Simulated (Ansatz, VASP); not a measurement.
# One calculation of RbP2, two programs

```
CELL_PARAMETERS angstrom
3.51038 0.00000 0.00000
0.00000 3.51038 0.00000
0.00000 0.00000 5.89893
ATOMIC_POSITIONS crystal
Rb 0.50000 0.50000 0.00000
P 0.00000 0.50000 0.50000
P 0.50000 0.00000 0.50000
```

Alike in both runs: task relaxation of cell and atoms; functional PBE; k mesh 6 × 6 × 4; occupations gaussian, width 0.1 eV; no spin polarisation.

|  | VASP | Ansatz |
| --- | --- | --- |
| version | VASP 6.6.1 | Ansatz 0.2.0 |
| potentials or method | VASP PAW PBE potentials, release 64 (Rb_sv, P), cutoff 600 eV | scalar-relativistic, plane waves, PAW |
| valence electrons in the cell | 19 | 19 |

Ansatz gave:

* gap on the k mesh at the Fermi level, each at its own relaxed structure (eV): none
* relaxed volume (Å³/atom): 23.54
* relaxed cell length with the largest relative difference (Å): 5.879

**Question.** Estimate VASP's values.

**Answer.** gap on the k mesh at the Fermi level, each at its own relaxed structure (eV): none; relaxed volume (Å³/atom): 23.56; relaxed cell length with the largest relative difference (Å): 5.867.

A gap of «none» marks a metal or a gap that the smearing closes.
